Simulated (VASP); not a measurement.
**Li: single point with PBE**

Li:

```
Li
1.0
     1.52528   -0.88062    5.02041
     0.00000    1.76125    5.02041
    -1.52528   -0.88062    5.02041
Li
2
Direct
  0.25000 0.25000 0.25000
  0.75000 0.75000 0.75000
```

```json
{
  "Program": "VASP 6.6.1",
  "Task": "single point",
  "Functional": "PBE",
  "Potentials or basis": "VASP PAW PBE potentials, release 64 (Li_sv)",
  "Cutoff": "520 eV",
  "k mesh": "13 × 13 × 13",
  "Occupations": "fermi-dirac, width 0.08 eV",
  "Spin": "no spin polarisation",
  "Dipole correction": "no",
  "Further INCAR settings": "ALGO = Normal; EDIFF = 1e-07; NBANDS = 10"
}
```

| Item | Value |
| --- | --- |
| Band gap on the k mesh | zero (band 3 reaches 2.20 eV, above the bottom of band 4 at -1.67 eV) |

Levels at points of the mesh, in eV from the Fermi level:
| k point | band 1 | band 2 | band 3 | band 4 | band 5 | band 6 | band 7 |
| --- | --- | --- | --- | --- | --- | --- | --- |
| (0.00, 0.00, 0.00) | -46.53 | -46.52 | -3.57 | -0.07 | 2.86 | 12.72 | 12.72 |

Run time: 48 s on 1 thread of Intel(R) Xeon(R) 6975P-C (Granite Rapids), on a shared host, peak memory 0.25 GiB.
